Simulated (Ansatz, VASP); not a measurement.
**AlCr2C in VASP and in Ansatz**

INCAR

```
ALGO = Normal
EDIFF = 1E-6
ENCUT = 520
GGA = PE
ISIF = 2
ISMEAR = 0
LASPH = True
LCHARG = False
LREAL = False
LWAVE = False
NBANDS = 41
NELM = 100
PREC = Accurate
SIGMA = 0.1
```

KPOINTS

```
k-points
0
Gamma
  9 9 2
```

POSCAR

```
AlCr2C
1.0
    2.8251010646      0.0000000000      0.0000000000
   -1.4125505323      2.4466092902      0.0000000000
    0.0000000000      0.0000000000     12.6013736800
Al Cr C
2 4 2
Direct
    0.6666666700      0.3333333300      0.2500000000
    0.3333333300      0.6666666700      0.7500000000
    0.3333333300      0.6666666700      0.4149411600
    0.6666666700      0.3333333300      0.9149411600
    0.6666666700      0.3333333300      0.5850588400
    0.3333333300      0.6666666700      0.0850588400
    0.0000000000      0.0000000000      0.5000000000
    0.0000000000      0.0000000000      0.0000000000
```

Input for Ansatz:

```yaml
crystal:
  lattice:
    - [2.8251010646, 0.0, 0.0]
    - [-1.4125505323, 2.4466092902, 0.0]
    - [0.0, 0.0, 12.60137368]
  atoms:
    - { symbol: Al, position: [0.66666667, 0.33333333, 0.25] }
    - { symbol: Al, position: [0.33333333, 0.66666667, 0.75] }
    - { symbol: Cr, position: [0.33333333, 0.66666667, 0.41494116] }
    - { symbol: Cr, position: [0.66666667, 0.33333333, 0.91494116] }
    - { symbol: Cr, position: [0.66666667, 0.33333333, 0.58505884] }
    - { symbol: Cr, position: [0.33333333, 0.66666667, 0.08505884] }
    - { symbol: C, position: [0.0, 0.0, 0.5] }
    - { symbol: C, position: [0.0, 0.0, 0.0] }
basis:
  ecutwfc: 420
kpoints:
  mp_grid: { grid: [9, 9, 2] }
hamiltonian:
  xc: pbe
scf:
  occupations: { method: gaussian, width: 0.1 }
output:
  forces: true
  stress: true
  eigenvalues: true
```

Alike in both runs: task single point; functional PBE; k mesh 9 × 9 × 2; occupations gaussian, width 0.1 eV; no spin polarisation.

|  | VASP | Ansatz |
| --- | --- | --- |
| version | VASP 6.6.1 | Ansatz 0.2.0 |
| potentials or method | VASP PAW PBE potentials, release 64 (Al, Cr_pv, C), cutoff 520 eV | scalar-relativistic, plane waves, PAW |
| valence electrons in the cell | 62 | 70 |

|  | VASP | Ansatz | Ansatz less VASP |
| --- | --- | --- | --- |
| gap on the k mesh at the Fermi level (eV) | none | none | - |
| pressure (GPa) | 3.7 | 3.6 | -0.10 |
| traceless stress, the component that is largest in VASP (GPa) | 0.09 | 0.21 | +0.123 |
| rms of the force components (eV/Å) | 0.018 | 0.000 | -0.0179 |

Atom by atom the forces differ by 0.018 eV/Å (rms over components). A gap of «none» marks a metal or a gap that the smearing closes. VASP's potentials hold 62 valence electrons a cell and Ansatz's 70, so a difference there can come from the potentials and not from the codes.
